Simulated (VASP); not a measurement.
# La16HO24 (a cell with a defect) in VASP: notebook

La16HO24 (a cell with a defect) is run at these levels: PBE; tasks: single point.

All numbers are computed with VASP 6.6.1; they aren't measurements. Logs are shortened: lines on timing, memory, paths and dates and some standing lists are left out, and cuts for length are marked.

### Step 1. The cell of the first run

The cell holds a defect, 41 atoms: a = 7.881 Å, b = 7.881 Å, c = 12.376 Å, α = 90.00°, β = 90.00°, γ = 120.00°.

### Step 2. Single point, PBE

File INCAR:

```
PREC = Accurate
ENCUT = 520
EDIFF = 1E-6
ISMEAR = -1
SIGMA = 0.01
LREAL = Auto
LASPH = True
NELM = 80
ALGO = Normal
ISIF = 2
LWAVE = False
LCHARG = True
GGA = PE
LELF = True
LVHAR = True
NBANDS = 186
NELECT = 322.0
```

File KPOINTS:

```
Automatic mesh
0
Gamma
  1 1 1
  0.25 0.25 0.25
```

File POSCAR:

```
La16HO24
1.0
    7.8811453700     -0.0000000600      0.0000000000
   -3.9405726400      6.8252721300      0.0000000000
    0.0000000000      0.0000000000     12.3757188400
La O H
16 24 1
Direct
    0.3343266781      0.1650466089      0.3776284077
    0.1652101274      0.3338971643      0.1224990661
    0.3298549837      0.1693216033      0.8822761038
    0.1696785046      0.3296256863      0.6178194656
    0.3234111434      0.6640025384      0.3773948051
    0.1760868624      0.8349396042      0.1227413146
    0.3275522144      0.6526306841      0.8726655914
    0.1719716392      0.8463042792      0.6274410481
    0.8353105746      0.1759871295      0.3774247024
    0.6642323518      0.3229956254      0.1227131143
    0.8467418184      0.1718271489      0.8726559758
    0.6527986088      0.3271277682      0.6274499365
    0.8321565582      0.6673316409      0.4009931919
    0.6673851229      0.8316134407      0.0991559372
    0.8351843497      0.6640347760      0.8796113697
    0.6643322857      0.8349218802      0.6204609283
    0.3351002744      0.1640101667      0.1750075311
    0.1644377765      0.3349360972      0.3251315784
    0.0158906317      0.0462733199     -0.0061427543
    0.3344149099      0.1646845721      0.6915513443
    0.1651131955      0.3342628640      0.8085339631
    0.0464715409      0.0155548381      0.5061950001
    0.3556314115      0.6801884134      0.1843707852
    0.1439313464      0.8187581245      0.3157523252
    0.0296226390      0.4695153454     -0.0060015908
    0.3384494432      0.6690505424      0.6699820113
    0.1610990370      0.8299006841      0.8301018416
    0.0031374398      0.4960920145      0.4933722298
    0.8190022363      0.1435232223      0.1844153887
    0.6805332335      0.3553946267      0.3157130548
    0.4963992995      0.0028706591      0.0067901510
    0.8302520464      0.1607921309      0.6699773247
    0.6692754339      0.3381371462      0.8300985286
    0.4699583263      0.0293726059      0.5061140352
    0.8421115396      0.6570163013      0.0784158894
    0.6574444477      0.8419084148      0.4214585082
    0.4530047453      0.4833757489     -0.0060952419
    0.8320209639      0.6671391211      0.6687201856
    0.6674819265      0.8318377541      0.8313417696
    0.4836546009      0.4527337475      0.5062492192
   -0.2500251023     -0.2507217269      0.2499592177
```

Potentials or basis: VASP PAW PBE potentials, release 64 (La, O, H).

Launch:

```sh
cat potpaw_PBE.64/La/POTCAR potpaw_PBE.64/O/POTCAR potpaw_PBE.64/H/POTCAR > POTCAR
mpirun -np 1 vasp_std > vasp.out
```

OUTCAR:

```text
PREC = Accurate
   ENCUT = 520
   EDIFF = 1E-6
   ISMEAR = -1
   LREAL = Auto
   LASPH = True
   NELM = 80
   ISIF = 2
   GGA = PE
   NELECT = 322.0

 ion  position               nearest neighbor table
   1  0.334  0.165  0.378-  18 2.41  34 2.44  30 2.49  24 2.49  17 2.51  40 2.53  22 2.53
   2  0.165  0.334  0.122-  17 2.41  25 2.44  29 2.49  23 2.49  18 2.51  19 2.53  37 2.53
   3  0.330  0.169  0.882-  20 2.36  27 2.40  33 2.40  21 2.43  19 2.56  37 2.56  31 2.75
   4  0.170  0.330  0.618-  21 2.36  32 2.40  26 2.40  20 2.43  40 2.56  22 2.56  28 2.75
   5  0.323  0.664  0.377-  18 2.34  36 2.35  23 2.40  24 2.41  28 2.62
   6  0.176  0.835  0.123-  17 2.34  35 2.35  24 2.40  23 2.41  31 2.62
   7  0.328  0.653  0.873-  21 2.31  39 2.38  27 2.40  26 2.51  37 2.52  25 2.54  14 3.64
   8  0.172  0.846  0.627-  20 2.31  38 2.38  26 2.40  27 2.51  22 2.52  34 2.54  13 3.64
   9  0.835  0.176  0.377-  18 2.34  36 2.35  29 2.40  30 2.41  28 2.61
  10  0.664  0.323  0.123-  17 2.34  35 2.35  30 2.40  29 2.41  31 2.61
  11  0.847  0.172  0.873-  21 2.31  39 2.38  33 2.41  32 2.51  19 2.51  25 2.54  14 3.64
  12  0.653  0.327  0.627-  20 2.31  38 2.38  32 2.41  33 2.51  40 2.52  34 2.54  13 3.64
  13  0.832  0.667  0.401-  41 2.18  24 2.38  30 2.38  36 2.40  28 2.60  22 2.73  40 2.73  16 3.55
                             8 3.64  12 3.64
  14  0.667  0.832  0.099-  41 2.18  23 2.38  29 2.38  35 2.40  31 2.60  37 2.73  19 2.73  15 3.55
                             7 3.64  11 3.64
  15  0.835  0.664  0.880-  33 2.31  27 2.31  39 2.37  35 2.46  38 2.61  14 3.55
  16  0.664  0.835  0.620-  32 2.31  26 2.31  38 2.37  36 2.46  39 2.61  13 3.55
  17  0.335  0.164  0.175-   6 2.34  10 2.34   2 2.41   1 2.51
  18  0.164  0.335  0.325-   5 2.34   9 2.34   1 2.41   2 2.51
  19  0.016  0.046  0.994-  11 2.51   2 2.53   3 2.56  14 2.73
  20  0.334  0.165  0.692-  12 2.31   8 2.31   3 2.36   4 2.43
  21  0.165  0.334  0.809-  11 2.31   7 2.31   4 2.36   3 2.43
  22  0.046  0.016  0.506-   8 2.52   1 2.53   4 2.56  13 2.73
  23  0.356  0.680  0.184-  14 2.38   5 2.40   6 2.41   2 2.49
  24  0.144  0.819  0.316-  13 2.38   6 2.40   5 2.41   1 2.49
  25  0.030  0.470  0.994-   2 2.44  11 2.54   7 2.54
  26  0.338  0.669  0.670-  16 2.31   8 2.40   4 2.40   7 2.51
  27  0.161  0.830  0.830-  15 2.31   7 2.40   3 2.40   8 2.51
  28  0.003  0.496  0.493-  13 2.60   9 2.61   5 2.62   4 2.75
  29  0.819  0.144  0.184-  14 2.38   9 2.40  10 2.41   2 2.49
  30  0.681  0.355  0.316-  13 2.38  10 2.40   9 2.41   1 2.49
  31  0.496  0.003  0.007-  14 2.60  10 2.61   6 2.62   3 2.75
  32  0.830  0.161  0.670-  16 2.31   4 2.40  12 2.41  11 2.51
  33  0.669  0.338  0.830-  15 2.31   3 2.40  11 2.41  12 2.51
  34  0.470  0.029  0.506-   1 2.44  12 2.54   8 2.54
  35  0.842  0.657  0.078-   6 2.35  10 2.35  14 2.40  15 2.46
  36  0.657  0.842  0.421-   5 2.35   9 2.35  13 2.40  16 2.46
  37  0.453  0.483  0.994-   7 2.52   2 2.53   3 2.56  14 2.73
  38  0.832  0.667  0.669-  16 2.37   8 2.38  12 2.38  15 2.61
  39  0.667  0.832  0.831-  15 2.37   7 2.38  11 2.38  16 2.61
  40  0.484  0.453  0.506-  12 2.52   1 2.53   4 2.56  13 2.73
  41  0.750  0.749  0.250-  13 2.18  14 2.18

  LATTYP: Found a hexagonal cell.
 ALAT       =     7.8811453700
 C/A-ratio  =     1.5702944507

  Lattice vectors:

 A1 = (   7.8811453700,  -0.0000000600,   0.0000000000)
 A2 = (  -3.9405726400,   6.8252721300,   0.0000000000)
 A3 = (   0.0000000000,   0.0000000000,  12.3757188400)

Analysis of symmetry for initial positions (statically):
=====================================================================
 Subroutine PRICEL returns:
 Original cell was already a primitive cell.

 Routine SETGRP: Setting up the symmetry group for a
 hexagonal supercell.

 Subroutine GETGRP returns: Found  1 space group operations
 (whereof  1 operations were pure point group operations)
 out of a pool of 24 trial point group operations.

The static configuration has the point symmetry C_1 .

Analysis of symmetry for dynamics (positions and initial velocities):
=====================================================================
 Subroutine PRICEL returns:
 Original cell was already a primitive cell.

 Routine SETGRP: Setting up the symmetry group for a
 hexagonal supercell.

 Subroutine GETGRP returns: Found  1 space group operations
 (whereof  1 operations were pure point group operations)
 out of a pool of 24 trial point group operations.

The dynamic configuration has the point symmetry C_1 .

 Subroutine INISYM returns: Found  1 space group operations
 (whereof  1 operations are pure point group operations),
 and found     1 'primitive' translations

[... 106 lines left out ...]
 Grid dimensions read from file:
 generate k-points for:    1    1    1

 Generating k-lattice:

  Cartesian coordinates                     Fractional coordinates (reciprocal lattice)
     0.126885111  0.073257152  0.000000000     1.000000000  0.000000000  0.000000000
     0.000000001  0.146514305  0.000000000     0.000000000  1.000000000  0.000000000
     0.000000000  0.000000000  0.080803387     0.000000000  0.000000000  1.000000000

  Length of vectors
     0.146514305  0.146514305  0.080803387

  Shift w.r.t. Gamma in fractional coordinates (k-lattice)
     0.250000000  0.250000000  0.250000000

 Subroutine IBZKPT returns following result:
 ===========================================

 Found      6 irreducible k-points:

 Following reciprocal coordinates:
            Coordinates               Weight
  0.250000  0.250000  0.250000      2.000000
 -0.250000  0.500000  0.250000      2.000000
  0.500000  0.250000  0.250000      2.000000
 -0.250000 -0.250000  0.250000      2.000000
  0.250000  0.500000  0.250000      2.000000
  0.500000 -0.250000  0.250000      2.000000
   k-points           NKPTS =      6   k-points in BZ     NKDIM =      6   number of bands    NBANDS=    186
   number of dos      NEDOS =    301   number of ions     NIONS =     41
   total plane-waves  NPLWV = 345600
   dimension x,y,z NGX =    60 NGY =   60 NGZ =   96
   dimension x,y,z NGXF=   120 NGYF=  120 NGZF=  192
   ions per type =              16  24   1
   NGX,Y,Z   is equivalent  to a cutoff of  12.66, 12.66, 12.90 a.u.
   NGXF,Y,Z  is equivalent  to a cutoff of  25.31, 25.31, 25.79 a.u.
 SYSTEM =  unknown system
   PREC   = accura    normal or accurate (medium, high low for compatibility)
   ISTART =      0    job   : 0-new  1-cont  2-samecut
   ICHARG =      2    charge: 1-file 2-atom 10-const
   ISPIN  =      1    spin polarized calculation?
   LNONCOLLINEAR =      F non collinear calculations
   LSORBIT =      F    spin-orbit coupling
   LASPH  =      T    aspherical Exc in radial PAW
   ENCUT  =  520.0 eV  38.22 Ry    6.18 a.u.  14.65 14.65 23.01*2*pi/ulx,y,z
   NELM   =     80;   NELMIN=  2; NELMDL= -5     # of ELM steps
   EDIFF  = 0.1E-05   stopping-criterion for ELM
   LREAL  =      T    real-space projection
   EDIFFG = 0.1E-04   stopping-criterion for IOM
   NSW    =      0    number of steps for IOM
   IBRION =     -1    ionic relax: 0-MD 1-quasi-New 2-CG
   NFREE  =      0    steps in history (QN), initial steepest desc. (CG)
   ISIF   =      2    stress and relaxation
   ISYM   =      2    0-nonsym 1-usesym 2-fastsym
   POTIM  = 0.5000    time-step for ionic-motion
   TEBEG  =    0.0;   TEEND  =   0.0 temperature during run
   PSTRESS=    0.0 pullay stress
   NELECT =     322.0000    total number of electrons
   NUPDOWN=      -1.0000    fix difference up-down
   EMIN   =  10.00;   EMAX   =-10.00  energy-range for DOS
   EFERMI =   0.00;   METHOD = LEGACY
   ISMEAR =    -1;   SIGMA  =   0.01  broadening in eV -4-tet -1-fermi 0-gaus
   EFERMI_NEDOS =   21; number of points for ismear=-14 and -15
   IALGO  =     38    algorithm
   IMIX   =      4    mixing-type and parameters
     AMIX     =   0.40;   BMIX     =  1.00
     AMIX_MAG =   1.60;   BMIX_MAG =  1.00
  volume/ion in A,a.u.               =      16.24       109.57
  Fermi-wavevector in a.u.,A,eV,Ry     =   1.285090  2.428468 22.469427  1.651456
  Thomas-Fermi vector in A             =   2.417245
   LORBIT       =      0    0 simple, 1 ext, 2 COOP (PROOUT), +10 PAW based schemes
   GGA     = PE    functional components
   LHFCALC =     F    Hartree Fock is set to
   AEXX    =    0.0000 exact exchange contribution
   IVDW    =     0    specifies the selected vdW correction
   LEPSILON=     F    determine dielectric tensor
   LRPA    =     F    only Hartree local field effects (RPA)
 non-spin polarized calculation
  energy-cutoff  :      520.00
  volume of cell :      665.70
 maximum number of plane-waves:     17910
 NGX is ok and might be reduce to    60
   NGX = 29   NGY = 29   NGZ = 47

 number of electron     321.9999983 magnetization

 Free energy of the ion-electron system (eV)
  ---------------------------------------------------
  ext. energy  EPLUGINS =         0.00000000
  ---------------------------------------------------
  free energy    TOTEN  =      -328.34886291 eV

  energy without entropy =     -328.34886291  energy(sigma->0) =     -328.34886291

 E-fermi :   6.6447     XC(G=0): -10.4190

 val. band max:        6.3819922828   @ k =   0.5000  -0.2500   0.2500
 cond. band min:       9.5250595788   @ k =   0.5000   0.2500   0.2500
 fundamental gap:      3.1430672960
 Fermi energy:         6.6446539216

 k-point     1 :       0.2500    0.2500    0.2500
  band No.  band energies     occupation
      1     -24.0590      2.00000
      2     -24.0441      2.00000
      3     -23.9999      2.00000
      4     -23.9957      2.00000
      5     -23.8808      2.00000
      6     -23.8675      2.00000
[... 1045 lines left out ...]
    172      10.4389      0.00000
    173      10.4752      0.00000
 [bands above 173 left out]

------------------------ aborting loop because EDIFF is reached ----------------------------------------

  FORCE on cell =-STRESS in cart. coord.  units (eV):
  Direction    XX          YY          ZZ          XY          YZ          ZX
  --------------------------------------------------------------------------------------
  -------------------------------------------------------------------------------------
  Total       19.4502251     17.3710928     21.2952582     -1.7657359      1.3825113     -2.3983802
  in kB       46.8118142     41.8078641     51.2523461     -4.2496834      3.3273579     -5.7722996
  external PRESSURE =      46.6240082 kB  Pullay stress =       0.0000000 kB

 VOLUME and BASIS-vectors are now :
 -----------------------------------------------------------------------------
  energy-cutoff  :      520.00
  volume of cell :      665.70
      direct lattice vectors                 reciprocal lattice vectors
     7.881145370 -0.000000060  0.000000000     0.126885111  0.073257152  0.000000000
    -3.940572640  6.825272130  0.000000000     0.000000001  0.146514305  0.000000000
     0.000000000  0.000000000 12.375718840     0.000000000  0.000000000  0.080803387

 POSITION                                       TOTAL-FORCE (eV/Angst)
 -----------------------------------------------------------------------------------
      1.98450      1.12649      4.67342        -0.095348      0.053926     -0.034946
     -0.01370      2.27894      1.51601         0.095840     -0.052703      0.033130
      1.93241      1.15567     10.91880        -0.106359      0.063452     -0.019202
      0.03835      2.24978      7.64596         0.105593     -0.062874      0.020366
     -0.06770      4.53200      4.67053        -0.028355     -0.010335      0.007498
     -1.90237      5.69869      1.51901         0.030039      0.011083     -0.008193
[... 33 lines left out ...]
      2.02772      3.09003      6.26520        -0.006723      0.004718      0.027399
      2.95808      5.11403      3.09342         0.000295      0.000200      0.000695
 -----------------------------------------------------------------------------------
    total drift:                               -0.012462     -0.006237     -0.003132

  FREE ENERGIE OF THE ION-ELECTRON SYSTEM (eV)
  ---------------------------------------------------
  free  energy   TOTEN  =      -328.3488629080 eV

  energy  without entropy=     -328.3488629080  energy(sigma->0) =     -328.34886291
```

It took 51 min on 1 thread of Intel Xeon Platinum 8259CL at 2.50GHz (Skylake/Cascade Lake), shared host; peak memory 1 GiB.

Results:

| Item | Value |
| --- | --- |
| Free energy | -328.3489 eV |
| Largest force | 0.161 eV/Å |

Forces on the atoms (eV/Å):
```
La  -0.095  0.054 -0.035
La   0.096 -0.053  0.033
La  -0.106  0.063 -0.019
La   0.106 -0.063  0.020
La  -0.028 -0.010  0.007
La   0.030  0.011 -0.008
La  -0.142  0.060 -0.004
La   0.143 -0.061  0.005
La  -0.003  0.029  0.006
La   0.005 -0.030 -0.007
La  -0.126  0.088 -0.004
La   0.127 -0.088  0.004
La  -0.042  0.019  0.036
La   0.042 -0.019 -0.037
La  -0.110  0.064 -0.002
La   0.109 -0.062  0.001
O   -0.028  0.018 -0.015
O    0.029 -0.019  0.016
O    0.006 -0.002 -0.028
O   -0.095  0.057  0.008
O    0.096 -0.054 -0.008
O   -0.003  0.005  0.030
O   -0.120  0.000  0.027
O    0.119  0.001 -0.026
O    0.025 -0.013  0.015
O   -0.124  0.074  0.013
O    0.122 -0.075 -0.010
O    0.021 -0.012 -0.012
O   -0.059  0.102  0.024
O    0.060 -0.102 -0.023
O   -0.023  0.009  0.011
O   -0.127  0.069  0.011
O    0.126 -0.071 -0.014
O   -0.026  0.012 -0.014
O    0.016 -0.008  0.016
O   -0.017  0.007 -0.015
O    0.005 -0.004 -0.031
O   -0.134  0.077 -0.043
O    0.132 -0.079  0.043
O   -0.007  0.005  0.027
H    0.000  0.000  0.001
```

Levels at points of the mesh, in eV from the Fermi level:
| k point | band 157 | band 158 | band 159 | band 160 | band 161 | band 162 | band 163 | band 164 | band 165 | band 166 |
| --- | --- | --- | --- | --- | --- | --- | --- | --- | --- | --- |
| (0.25, 0.25, 0.25) | -0.95 | -0.89 | -0.74 | -0.72 | -0.27 | 2.95 | 3.01 | 3.16 | 3.30 | 3.47 |

Caveat: the cell carries a net charge on a neutralising background, which shifts energy and pressure; the cell is charged against a uniform background, so pressure and absolute levels hang on convention; spin-orbit coupling is left out, which moves the levels of the heavy elements.

### Step 3. Single point, PBE

Changes to INCAR since step 2:

```diff
@@ -7,3 +7,3 @@
 LASPH = True
-NELM = 80
+NELM = 200
 ALGO = Normal
@@ -17 +17,4 @@
 NELECT = 322.0
+GGA_COMPAT = False
+LMAXMIX = 6
+ISYM = -1
```

File KPOINTS:

```
explicit points
1
Reciprocal
  0.25000000   0.25000000   0.25000000 1
```

POSCAR is that of step 2.

Potentials or basis: VASP PAW PBE potentials, release 64 (La, O, H).

Launch:

```sh
cat potpaw_PBE.64/La/POTCAR potpaw_PBE.64/O/POTCAR potpaw_PBE.64/H/POTCAR > POTCAR
mpirun -np 1 vasp_std > vasp.out
```

It took 6.7 min on 1 thread of Intel Xeon 6975P-C (Granite Rapids), shared host; peak memory 0.73 GiB.

The run converged. Its results:

```
Free energy   : -328.4124 eV
Largest force : 0.017 eV/Å
```

Forces on the atoms (eV/Å):
```
La  -0.002  0.002 -0.009
La   0.002 -0.001  0.007
La  -0.001  0.001 -0.015
La   0.000  0.000  0.017
La   0.006 -0.001 -0.010
La  -0.004  0.001  0.009
La   0.001 -0.005 -0.011
La   0.001  0.005  0.012
La   0.004 -0.004 -0.010
La  -0.002  0.003  0.009
La   0.005  0.003 -0.011
La  -0.004 -0.003  0.011
La  -0.003  0.002 -0.010
La   0.003 -0.002  0.009
La   0.002  0.000 -0.008
La  -0.002  0.002  0.007
O    0.000 -0.001 -0.003
O    0.000  0.000  0.004
O   -0.003  0.007 -0.001
O    0.003  0.000 -0.001
O   -0.003  0.003  0.000
O    0.006  0.001  0.002
O   -0.002  0.001  0.001
O    0.002  0.000 -0.001
O    0.009 -0.004  0.002
O   -0.005 -0.001 -0.004
O    0.002 -0.001  0.007
O   -0.003  0.000 -0.003
O   -0.001  0.001  0.001
O    0.002 -0.001  0.000
O    0.002 -0.003  0.002
O   -0.002  0.002 -0.006
O    0.001 -0.003  0.003
O   -0.010  0.004 -0.002
O    0.004 -0.003  0.001
O   -0.005  0.002  0.000
O   -0.005  0.000 -0.003
O   -0.001 -0.001 -0.004
O   -0.001 -0.001  0.004
O    0.002 -0.004  0.000
H    0.000  0.000  0.001
```

Levels at points of the mesh, in eV from the Fermi level:
```csv
k point,band 158,band 159,band 160,band 161,band 162,band 163,band 164,band 165
"(0.25, 0.25, 0.25)",-0.87,-0.72,-0.70,-0.25,2.97,3.03,3.18,3.32
```

Caveat: the cell carries a net charge on a neutralising background, which shifts energy and pressure; the cell is charged against a uniform background, so pressure and absolute levels hang on convention; spin-orbit coupling is left out, which moves the levels of the heavy elements.
